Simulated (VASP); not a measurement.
CO2:

```
CELL_PARAMETERS angstrom
4.10897 0.00000 0.00000
0.31284 4.09704 0.00000
-2.21091 -2.04852 2.79269
ATOMIC_POSITIONS crystal
C 0.75000 0.25000 0.50000
C 0.00000 0.00000 0.00000
O 0.70980 0.12500 0.08480
O 0.04020 0.62500 0.91520
O 0.37500 0.29020 0.41520
O 0.87500 0.95980 0.58480
```

- Program: VASP 6.6.1
- Task: relaxation of cell and atoms
- Functional: PBEsol
- Potentials or basis: VASP PAW PBE potentials, release 64 (C, O)
- Cutoff: 600 eV
- k mesh: 8 × 8 × 8
- Occupations: gaussian, width 0.01 eV
- Spin: no spin polarisation

At the start: pressure -5.4 GPa; volume 7.84 Å³/atom.

How do energy, volume and symmetry change on relaxing?

Over 5 steps the energy falls by 3.6 meV/atom and the volume is 7.62 Å³/atom (-2.8 %); space group I-42d (No. 122, to 0.1 Å) before and after.

Step by step:
```tsv
step	energy change (eV)	largest force (eV/Å)	pressure (GPa)	volume (Å³)
1	0.0000	0.1232	-5.41	47.01
2	0.0057	0.5582	6.26	45.24
3	-0.0154	0.1822	-0.27	46.18
4	-0.0207	0.0763	-0.16	45.90
5	-0.0217	0.0031	-0.05	45.72
```

Final structure:
```
C O
1.0
     4.06277   -0.01979    0.00000
     0.28959    4.05249    0.00000
    -2.17618   -2.01635    2.77580
C O
2 4
Direct
  0.75000 0.25000 0.50000
  0.00000 0.00000 0.00000
  0.70743 0.12500 0.08243
  0.04257 0.62500 0.91757
  0.37500 0.29257 0.41757
  0.87500 0.95743 0.58243
```

Caveat: the PAW data sets were made with another functional, which shifts forces and pressure a little.
